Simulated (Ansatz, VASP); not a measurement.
## Mg2Si in VASP and in Ansatz

The input POSCAR:

```
Mg2Si
1.0
    0.0000000000      3.1042795294      3.1042795294
    3.1042795294      0.0000000000      3.1042795294
    3.1042795294      3.1042795294      0.0000000000
Mg Si
2 1
Direct
    0.2500000000      0.2500000000      0.2500000000
    0.7500000000      0.7500000000      0.7500000000
    0.0000000000      0.0000000000      0.0000000000
```

INCAR.step1

```
SYSTEM = Mg2Si
  PREC = Accurate
  ENCUT = 660
  ISMEAR = 0
  SIGMA = 0.01
  LREAL = .False.
  LASPH = .True.
  NELM = 120
  NBANDS = 11
  GGA = PE
  ALGO = Normal
  EDIFF = 1E-5
  LWAVE = .True.
  LCHARG = .False.
  GGA_COMPAT = .False.
```

Contents of INCAR.step2:

```
SYSTEM = Mg2Si
  PREC = Accurate
  ENCUT = 660
  EDIFF = 1E-6
  ISMEAR = 0
  SIGMA = 0.01
  LREAL = .False.
  LASPH = .True.
  NELM = 120
  ALGO = Normal
  ISIF = 2
  LWAVE = .False.
  LCHARG = .True.
  METAGGA = R2SCAN
  LMIXTAU = .True.
  LELF = .True.
  LVHAR = .True.
  NBANDS = 11
  ISTART = 1
  GGA_COMPAT = .False.
```

KPOINTS

```
Automatic mesh
0
Gamma
  6 6 6
  0 0 0
```

Input for Ansatz:

```yaml
crystal:
  lattice:
    - [0.0, 3.1042795294, 3.1042795294]
    - [3.1042795294, 0.0, 3.1042795294]
    - [3.1042795294, 3.1042795294, 0.0]
  atoms:
    - { symbol: Mg, position: [0.25, 0.25, 0.25] }
    - { symbol: Mg, position: [0.75, 0.75, 0.75] }
    - { symbol: Si, position: [0.0, 0.0, 0.0] }
kpoints:
  mp_grid: { grid: [6, 6, 6] }
hamiltonian:
  xc: r2scan
scf:
  occupations: { method: fixed }
  n_extra_bands: 4
output:
  forces: true
  stress: true
  eigenvalues: true
```

Alike in both runs: task single point; functional r2SCAN; k mesh 6 × 6 × 6; no spin polarisation.

```csv
,VASP,Ansatz
version,VASP 6.6.1,Ansatz 0.2.0
potentials or method,"VASP PAW PBE potentials, release 64 (Mg, Si)","plane waves, PAW"
plane-wave cutoff (eV),660,500
occupations,"gaussian, width 0.01 eV",fixed
valence electrons in the cell,8,24
```

|  | VASP | Ansatz | Ansatz less VASP |
| --- | --- | --- | --- |
| gap on the k mesh at the Fermi level (eV) | 0.37 | 0.37 | -0.002 |
| pressure (GPa) | 3.8 | 4.1 | +0.30 |

VASP's potentials were made for PBE, not for r2SCAN. VASP's potentials hold 8 valence electrons a cell and Ansatz's 24, so a difference there can come from the potentials and not from the codes.
